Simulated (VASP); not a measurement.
Here is a VASP 6.6.1 calculation.

Contents of INCAR:

```
  PREC = Accurate
  ENCUT = 520
  EDIFF = 1E-6
  ISMEAR = 1
  SIGMA = 0.05
  LREAL = False
  LASPH = True
  NELM = 60
  ALGO = Normal
  ISIF = 2
  LWAVE = False
  LCHARG = False
  GGA = PE
  NBANDS = 16
```

The input KPOINTS:

```
regular mesh
0
Gamma
  12 12 7
```

The input POSCAR:

```
ZnRe
1.0
    2.7482183437      0.0000000000      0.0000000000
   -1.3741091718      2.3800269008      0.0000000000
    0.0000000000      0.0000000000      4.4940660000
Re Zn
1 1
Direct
    0.3333333333      0.6666666667      0.5000000000
    0.0000000000      0.0000000000      0.0000000000
```

Potentials or basis: VASP PAW PBE potentials, release 64 (Re, Zn).

Command:

```sh
$ cat potpaw_PBE.64/Re/POTCAR potpaw_PBE.64/Zn/POTCAR > POTCAR
$ mpirun -np 1 vasp_std > vasp.out
```

Question: Predict the pressure.

Answer: -1.6 GPa.

Question: Predict the band gap on the k mesh.

Answer: Zero (an odd number of electrons rules out a gap without spin polarisation).

Stress tensor (GPa, compression positive):
```
-1.92  0.00  0.00
 0.00 -1.92  0.00
 0.00  0.00 -1.08
```

Caveat: spin-orbit coupling is left out, which moves the levels of the heavy elements.
